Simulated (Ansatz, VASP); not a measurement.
LiH: VASP beside Ansatz

```
Li H
1.0
     0.00995    1.99534    1.99534
     1.99534    0.00995    1.99534
     1.99534    1.99534    0.00995
Li H
1 1
Direct
  0.00000 0.00000 0.00000
  0.50000 0.50000 0.50000
```

Change from the starting cell: equal xy, yz and zx engineering shears of +0.5 %.

Alike in both runs: functional PBEsol; k mesh 10 × 10 × 10; no spin polarisation.

Ansatz relaxed the structure, and its values are those at the end. VASP's run is a single point on that final structure, the one shown.

|  | VASP | Ansatz |
| --- | --- | --- |
| version | VASP 6.6.1 | Ansatz 0.2.0 |
| potentials or method | VASP PAW PBE potentials, release 64 (Li_sv, H), cutoff 520 eV | all-electron LAPW, scalar-relativistic |
| occupations | gaussian, width 0.01 eV | fixed |

|  | VASP | Ansatz | Ansatz less VASP |
| --- | --- | --- | --- |
| gap on the k mesh at the Fermi level (eV) | 2.73 | 2.73 | +0.002 |

VASP's potentials were made for PBE, not for PBEsol. Ansatz ran all-electron here, and VASP with PAW potentials.

Noted on VASP's run: the cutoff is short for stress, so the pressure is rough.
